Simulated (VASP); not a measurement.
# SiC (P6_3mc) in VASP: single point with PBE0

Aim: the single point of SiC with PBE0.

Everything below comes from runs of VASP 6.6.1. Logs are shortened: lines on timing, memory, paths and dates and some standing lists are left out, and cuts for length are marked.

## Step 1: The cell of the first run

Symmetry: P6_3mc, No. 186, hexagonal system. The conventional cell has a = 3.075 Å, b = 3.075 Å, c = 5.048 Å, α = 90.00°, β = 90.00°, γ = 120.00°. Si (site symmetry 3m) has 4 C at 1.88 to 1.90 Å within 2.5 Å. C (site symmetry 3m) has 4 Si at 1.88 to 1.90 Å within 2.5 Å.

## Step 2: Single point, PBE0

Input file POSCAR:

```
SiC
1.0
    3.0753564098      0.0000000000      0.0000000000
   -1.5376782049      2.6633367766      0.0000000000
    0.0000000000      0.0000000000      5.0481087265
Si C
2 2
Direct
    0.3333333333      0.6666666667      0.4995917736
    0.6666666667      0.3333333333      0.9995917736
    0.3333333333      0.6666666667      0.8754082264
    0.6666666667      0.3333333333      0.3754082264
```

Input file INCAR.step1:

```
PREC = Accurate ; ENCUT = 520
EDIFF = 1E-5 ; ISMEAR = 0
SIGMA = 0.01 ; LREAL = F
LASPH = T ; NELM = 60
ALGO = Normal ; ISIF = 2
LWAVE = T ; NBANDS = 16
GGA = PE
```

Input file INCAR.step2:

```
PREC = Accurate ; ENCUT = 520
EDIFF = 1E-6 ; ISMEAR = 0
SIGMA = 0.01 ; LREAL = F
LASPH = T ; NELM = 60
ALGO = Normal ; ISIF = 2
LWAVE = F ; LCHARG = T
GGA = PE ; LHFCALC = T
AEXX = 0.25 ; PRECFOCK = Normal
LELF = T ; LVHAR = T
NBANDS = 16 ; ISTART = 1
```

Input file KPOINTS:

```
regular mesh
0
Gamma
  6 6 4
```

Potentials or basis: VASP PAW PBE potentials, release 64 (Si, C).

On the command line:

```
> cat potpaw_PBE.64/Si/POTCAR potpaw_PBE.64/C/POTCAR > POTCAR
> cp INCAR.step1 INCAR
> mpirun -np 1 vasp_std > vasp.out
> cp INCAR.step2 INCAR
> mpirun -np 1 vasp_std > vasp.out
```

OUTCAR:

```text
PREC = Accurate
   ENCUT = 520
   EDIFF = 1E-6
   ISMEAR = 0
   LREAL = F
   LASPH = T
   NELM = 60
   ISIF = 2
   GGA = PE
   LHFCALC = T
   AEXX = 0.25
   PRECFOCK = Normal
   ISTART = 1

 ion  position               nearest neighbor table
   1  0.333  0.667  0.500-   4 1.88   4 1.88   4 1.88   3 1.90   2 3.09   2 3.09   2 3.09   2 3.09
                             2 3.09   2 3.09
   2  0.667  0.333  1.000-   3 1.88   3 1.88   3 1.88   4 1.90   1 3.09   1 3.09   1 3.09   1 3.09
                             1 3.09   1 3.09
   3  0.333  0.667  0.875-   2 1.88   2 1.88   2 1.88   1 1.90
   4  0.667  0.333  0.375-   1 1.88   1 1.88   1 1.88   2 1.90

  LATTYP: Found a hexagonal cell.
 ALAT       =     3.0753564098
 C/A-ratio  =     1.6414711187

  Lattice vectors:

 A1 = (   3.0753564098,   0.0000000000,   0.0000000000)
 A2 = (  -1.5376782049,   2.6633367766,   0.0000000000)
 A3 = (   0.0000000000,   0.0000000000,   5.0481087265)

Analysis of symmetry for initial positions (statically):
=====================================================================
 Subroutine PRICEL returns:
 Original cell was already a primitive cell.

 Routine SETGRP: Setting up the symmetry group for a
 hexagonal supercell.

 Subroutine GETGRP returns: Found 12 space group operations
 (whereof  6 operations were pure point group operations)
 out of a pool of 24 trial point group operations.

The static configuration has the point symmetry C_3v.
 The point group associated with its full space group is C_6v.

Analysis of symmetry for dynamics (positions and initial velocities):
=====================================================================
 Subroutine PRICEL returns:
 Original cell was already a primitive cell.

 Routine SETGRP: Setting up the symmetry group for a
 hexagonal supercell.

 Subroutine GETGRP returns: Found 12 space group operations
 (whereof  6 operations were pure point group operations)
 out of a pool of 24 trial point group operations.

The dynamic configuration has the point symmetry C_3v.
 The point group associated with its full space group is C_6v.

 Subroutine INISYM returns: Found 12 space group operations
 (whereof  6 operations are pure point group operations),
 and found     1 'primitive' translations

----------------------------------------------------------------------------------------

                                     Primitive cell

  volume of cell :      41.3476

  direct lattice vectors                    reciprocal lattice vectors
     3.075356410  0.000000000  0.000000000     0.325165564  0.187734426  0.000000000
    -1.537678205  2.663336777  0.000000000     0.000000000  0.375468851  0.000000000
     0.000000000  0.000000000  5.048108726     0.000000000  0.000000000  0.198093990

  length of vectors
     3.075356410  3.075356410  5.048108726     0.375468851  0.375468851  0.198093990

  position of ions in fractional coordinates (direct lattice)
     0.333333333  0.666666667  0.499591774
     0.666666667  0.333333333  0.999591774
     0.333333333  0.666666667  0.875408226
     0.666666667  0.333333333  0.375408226

  ion indices of the primitive-cell ions
   primitive index   ion index
                 1           1
                 2           2
                 3           3
                 4           4

----------------------------------------------------------------------------------------

 KPOINTS: regular mesh

Automatic generation of k-mesh.
 Grid dimensions read from file:
 generate k-points for:    6    6    4

 Generating k-lattice:

  Cartesian coordinates                     Fractional coordinates (reciprocal lattice)
     0.054194261  0.031289071  0.000000000     0.166666667 -0.000000000  0.000000000
     0.000000000  0.062578142  0.000000000     0.000000000  0.166666667  0.000000000
     0.000000000  0.000000000  0.049523498     0.000000000  0.000000000  0.250000000

  Length of vectors
     0.062578142  0.062578142  0.049523498

  Shift w.r.t. Gamma in fractional coordinates (k-lattice)
     0.000000000  0.000000000  0.000000000

 Subroutine IBZKPT returns following result:
 ===========================================

 Found     21 irreducible k-points:

 Following reciprocal coordinates:
            Coordinates               Weight
  0.000000  0.000000  0.000000      1.000000
  0.166667  0.000000  0.000000      6.000000
  0.333333  0.000000  0.000000      6.000000
  0.500000  0.000000  0.000000      3.000000
  0.166667  0.166667  0.000000      6.000000
  0.333333  0.166667  0.000000     12.000000
[... 13 lines left out ...]
  0.333333  0.166667  0.500000     12.000000
  0.333333  0.333333  0.500000      2.000000
   k-points           NKPTS =     21   k-points in BZ     NKDIM =    144   number of bands    NBANDS=     16
   number of dos      NEDOS =    301   number of ions     NIONS =      4
   total plane-waves  NPLWV =  23040
   dimension x,y,z NGX =    24 NGY =   24 NGZ =   40
   dimension x,y,z NGXF=    48 NGYF=   48 NGZF=   80
   ions per type =               2   2
   NGX,Y,Z   is equivalent  to a cutoff of  12.97, 12.97, 13.17 a.u.
   NGXF,Y,Z  is equivalent  to a cutoff of  25.95, 25.95, 26.35 a.u.
 SYSTEM =  unknown system
   PREC   = accura    normal or accurate (medium, high low for compatibility)
   ISTART =      1    job   : 0-new  1-cont  2-samecut
   ICHARG =      0    charge: 1-file 2-atom 10-const
   ISPIN  =      1    spin polarized calculation?
   LNONCOLLINEAR =      F non collinear calculations
   LSORBIT =      F    spin-orbit coupling
   LASPH  =      T    aspherical Exc in radial PAW
   ENCUT  =  520.0 eV  38.22 Ry    6.18 a.u.   5.72  5.72  9.39*2*pi/ulx,y,z
   NELM   =     60;   NELMIN=  2; NELMDL=  0     # of ELM steps
   EDIFF  = 0.1E-05   stopping-criterion for ELM
   LREAL  =      F    real-space projection
   EDIFFG = 0.1E-04   stopping-criterion for IOM
   NSW    =      0    number of steps for IOM
   IBRION =     -1    ionic relax: 0-MD 1-quasi-New 2-CG
   NFREE  =      0    steps in history (QN), initial steepest desc. (CG)
   ISIF   =      2    stress and relaxation
   ISYM   =      3    0-nonsym 1-usesym 2-fastsym
   POTIM  = 0.5000    time-step for ionic-motion
   TEBEG  =    0.0;   TEEND  =   0.0 temperature during run
   PSTRESS=    0.0 pullay stress
   NELECT =      16.0000    total number of electrons
   NUPDOWN=      -1.0000    fix difference up-down
   EMIN   =  10.00;   EMAX   =-10.00  energy-range for DOS
   EFERMI =   0.00;   METHOD = LEGACY
   ISMEAR =     0;   SIGMA  =   0.01  broadening in eV -4-tet -1-fermi 0-gaus
   EFERMI_NEDOS =   21; number of points for ismear=-14 and -15
   IALGO  =     38    algorithm
   IMIX   =      1    mixing-type and parameters
     AMIX     =   0.40;   BMIX     =  1.00
     AMIX_MAG =   1.60;   BMIX_MAG =  1.00
  volume/ion in A,a.u.               =      10.34        69.76
  Fermi-wavevector in a.u.,A,eV,Ry     =   1.192975  2.254396 19.363673  1.423190
  Thomas-Fermi vector in A             =   2.329001
   LORBIT       =      0    0 simple, 1 ext, 2 COOP (PROOUT), +10 PAW based schemes
   GGA     = PE    functional components
   LHFCALC =     T    Hartree Fock is set to
   PRECFOCK=normal    Normal, Fast or Accurate (Low or Medium for compatibility)
   ENCUT4O =  -1.0   cutoff for four orbital integrals eV
   NKREDX  =     1    reduce k-point grid by
   NKREDY  =     1    reduce k-point grid by
   NKREDZ  =     1    reduce k-point grid by
   AEXX    =    0.2500 exact exchange contribution
   HFSCREEN=    0.0000 screening length (either q_TF or 0.3 A-1)
   HFSCREENC=   0.0000 screening length for correlation (either q_TF or 0.3 A-1)
   ENCUTFOCK=  -1.0 apply spherical cutoff to Coloumb kernel
   IVDW    =     0    specifies the selected vdW correction
   LEPSILON=     F    determine dielectric tensor
   LRPA    =     F    only Hartree local field effects (RPA)
 non-spin polarized calculation
 Gauss-broadening in eV      SIGMA  =   0.01
  energy-cutoff  :      520.00
  volume of cell :       41.35
 maximum number of plane-waves:      1124
 NGX is ok and might be reduce to    24
  NGX = 18; NGY = 18; NGZ = 30

 number of electron      16.0000000 magnetization

 Free energy of the ion-electron system (eV)
  ---------------------------------------------------
  ext. energy  EPLUGINS =         0.00000000
  ---------------------------------------------------
  free energy    TOTEN  =       -36.94688770 eV

  energy without entropy =      -36.94688770  energy(sigma->0) =      -36.94688770

 E-fermi :   7.3406     XC(G=0):  -8.9458

 val. band max:        7.2840148708   @ k =   0.0000   0.0000   0.0000
 cond. band min:      11.1882759272   @ k =   0.3333   0.3333   0.0000
 fundamental gap:      3.9042610563
 Fermi energy:         7.3406059514

 k-point     1 :       0.0000    0.0000    0.0000
  band No.  band energies     occupation
      1      -9.9417      2.00000
      2      -6.0883      2.00000
      3      -2.3044      2.00000
      4       5.8175      2.00000
      5       5.8175      2.00000
      6       7.1726      2.00000
[... 8 lines left out ...]
     15      18.4175      0.00000
     16      21.0751      0.00000

 k-point     2 :       0.1667    0.0000    0.0000
  band No.  band energies     occupation
      1      -9.4206      2.00000
      2      -5.6509      2.00000
      3      -1.8209      2.00000
      4       3.4546      2.00000
      5       5.0665      2.00000
      6       5.5491      2.00000
[... 8 lines left out ...]
     15      18.9639      0.00000
     16      19.4137      0.00000

 k-point     3 :       0.3333    0.0000    0.0000
  band No.  band energies     occupation
      1      -7.9319      2.00000
      2      -4.6218      2.00000
      3      -0.9094      2.00000
      4       0.4473      2.00000
      5       2.4392      2.00000
      6       4.0217      2.00000
[... 8 lines left out ...]
     15      20.5196      0.00000
     16      21.8865      0.00000
[... 305 lines left out ...]
 k-point    20 :       0.3333    0.1667    0.5000
  band No.  band energies     occupation
      1      -5.5789      2.00000
      2      -5.5789      2.00000
      3      -0.9931      2.00000
      4      -0.9931      2.00000
      5       2.7972      2.00000
      6       2.7972      2.00000
[... 8 lines left out ...]
     15      21.4144      0.00000
     16      21.4144      0.00000

 k-point    21 :       0.3333    0.3333    0.5000
  band No.  band energies     occupation
      1      -4.7649      2.00000
      2      -4.7649      2.00000
      3      -1.2520      2.00000
      4      -1.2520      2.00000
      5       1.1016      2.00000
      6       1.1016      2.00000
[... 8 lines left out ...]
     15      21.1011      0.00000
     16      21.1011      0.00000

------------------------ aborting loop because EDIFF is reached ----------------------------------------

  FORCE on cell =-STRESS in cart. coord.  units (eV):
  Direction    XX          YY          ZZ          XY          YZ          ZX
  --------------------------------------------------------------------------------------
  -------------------------------------------------------------------------------------
  Total       -0.4092063     -0.4092063     -0.5279020      0.0000000      0.0000000      0.0000000
  in kB      -15.8563284    -15.8563284    -20.4556667      0.0000000      0.0000000      0.0000000
  external PRESSURE =     -17.3894412 kB  Pullay stress =       0.0000000 kB

 VOLUME and BASIS-vectors are now :
 -----------------------------------------------------------------------------
  energy-cutoff  :      520.00
  volume of cell :       41.35
      direct lattice vectors                 reciprocal lattice vectors
     3.075356410  0.000000000  0.000000000     0.325165564  0.187734426  0.000000000
    -1.537678205  2.663336777  0.000000000     0.000000000  0.375468851  0.000000000
     0.000000000  0.000000000  5.048108726     0.000000000  0.000000000  0.198093990

 POSITION                                       TOTAL-FORCE (eV/Angst)
 -----------------------------------------------------------------------------------
     -0.00000      1.77556      2.52199         0.000000      0.000000     -0.017083
      1.53768      0.88778      5.04605        -0.000000     -0.000000     -0.017083
     -0.00000      1.77556      4.41916         0.000000     -0.000000      0.017083
      1.53768      0.88778      1.89510        -0.000000      0.000000      0.017083
 -----------------------------------------------------------------------------------
    total drift:                               -0.000000     -0.000000     -0.000092

  FREE ENERGIE OF THE ION-ELECTRON SYSTEM (eV)
  ---------------------------------------------------
  free  energy   TOTEN  =       -36.9468877020 eV

  energy  without entropy=      -36.9468877020  energy(sigma->0) =      -36.94688770
```

Wall time 30 min (1 thread of Intel Xeon Platinum 8259CL at 2.50GHz (Skylake/Cascade Lake), shared host); peak memory 0.17 GiB.

Results:

- Free energy: -36.9469 eV
- Pressure: -1.7 GPa
- Largest force: 0.017 eV/Å
- Band gap on the k mesh: 3.90 eV (least direct gap 5.82 eV)

Forces on the atoms (eV/Å):
```
Si   0.000  0.000 -0.017
Si   0.000  0.000 -0.017
C    0.000  0.000  0.017
C    0.000  0.000  0.017
```

Caveat: the PAW data sets were made with another functional, which shifts forces and pressure a little.
